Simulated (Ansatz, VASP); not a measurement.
# KF: VASP beside Ansatz

```
CELL_PARAMETERS angstrom
0.00000 3.05282 3.05282
3.05282 0.00000 3.05282
3.05282 3.05282 0.00000
ATOMIC_POSITIONS crystal
K 0.00000 0.00000 0.00000
F 0.25000 0.25000 0.25000
```

Change from the starting cell: hydrostatic strain +4.0%.

Alike in both runs: task single point; functional PBE; k mesh 8 × 8 × 8; occupations fermi-dirac, width 0.02 eV; no spin polarisation.

```csv
,VASP,Ansatz
version,VASP 6.6.1,Ansatz 0.2.0
potentials or method,"VASP PAW PBE potentials, release 64 (K_sv, F)","plane waves, PAW"
plane-wave cutoff (eV),520,420
valence electrons in the cell,16,16
```

```csv
,VASP,Ansatz,Ansatz less VASP
gap on the k mesh at the Fermi level (eV),4.85,4.85,+0.010
pressure (GPa),-1.3,-1.3,+0.03
```
